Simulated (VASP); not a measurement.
Set up this calculation in VASP 6.6.1, as the native input.

```yaml
Task: single point
Functional: HSE06
Potentials_or_basis: VASP PAW PBE potentials, release 64 (Na_pv, H)
Cutoff: 520 eV
k_mesh: 6 × 6 × 6
Occupations: gaussian, width 0.01 eV
Spin: no spin polarisation
Dipole_correction: no
Grid_for_exact_exchange_PRECFOCK: Normal
Further_INCAR_settings: ALGO = Normal; EDIFF = 1e-07; NBANDS = 11
Share_of_exact_exchange: 0.25
Screening_parameter: 0.2079 1/Å
```

NaH:

```
CELL_PARAMETERS angstrom
0.00000 2.39751 2.39751
2.39751 0.00000 2.39751
2.39751 2.39751 0.00000
ATOMIC_POSITIONS crystal
Na 0.00000 0.00000 0.00000
H 0.50000 0.50000 0.50000
```

One way to write it, as run:

POSCAR

```
NaH
1.0
    0.0000000000      2.3975122800      2.3975122800
    2.3975122800      0.0000000000      2.3975122800
    2.3975122800      2.3975122800      0.0000000000
Na H
1 1
Direct
    0.0000000000      0.0000000000      0.0000000000
    0.5000000000      0.5000000000      0.5000000000
```

INCAR.step1

```
ALGO     = Normal         # electronic algorithm
EDIFF    = 1E-5           # SCF threshold, eV
ENCUT    = 520            # plane-wave cutoff, eV
GGA      = PE             # functional
ISIF     = 2              # what is computed and relaxed
ISMEAR   = 0              # smearing method
LASPH    = True           # aspherical terms in the spheres
LCHARG   = False          # write CHGCAR
LREAL    = False          # projectors in reciprocal space
LWAVE    = True           # write WAVECAR
NBANDS   = 11             # bands
NELM     = 60             # most SCF steps
PREC     = Accurate       # precision mode
SIGMA    = 0.01           # smearing width, eV
```

INCAR.step2

```
ALGO     = Normal         # electronic algorithm
EDIFF    = 1E-7           # SCF threshold, eV
ENCUT    = 520            # plane-wave cutoff, eV
GGA      = PE             # functional
HFSCREEN = 0.2079         # screening, 1/A
ISIF     = 2              # what is computed and relaxed
ISMEAR   = 0              # smearing method
ISTART   = 1            
LASPH    = True           # aspherical terms in the spheres
LCHARG   = False          # write CHGCAR
LHFCALC  = True           # exact exchange
LREAL    = False          # projectors in reciprocal space
LWAVE    = False          # write WAVECAR
NBANDS   = 11             # bands
NELM     = 60             # most SCF steps
PREC     = Accurate       # precision mode
PRECFOCK = Normal       
SIGMA    = 0.01           # smearing width, eV
```

KPOINTS

```
k-points
0
Gamma
  6 6 6
```

Potentials or basis: VASP PAW PBE potentials, release 64 (Na_pv, H).

Command:

```bash
$ cat potpaw_PBE.64/Na_pv/POTCAR potpaw_PBE.64/H/POTCAR > POTCAR
$ cp INCAR.step1 INCAR
$ mpirun -np 1 vasp_std > vasp.out
$ cp INCAR.step2 INCAR
$ mpirun -np 1 vasp_std > vasp.out
```

Results of the run:

```json
{
 "Pressure": "0.2 GPa",
 "Band gap on the k mesh": "4.89 eV (least direct gap 5.81 eV)"
}
```

Caveat: the PAW data sets were made with another functional, which shifts forces and pressure a little.

It took 12 min on 1 thread of Intel Xeon 8259CL (shared host), peak memory 0.26 GiB.
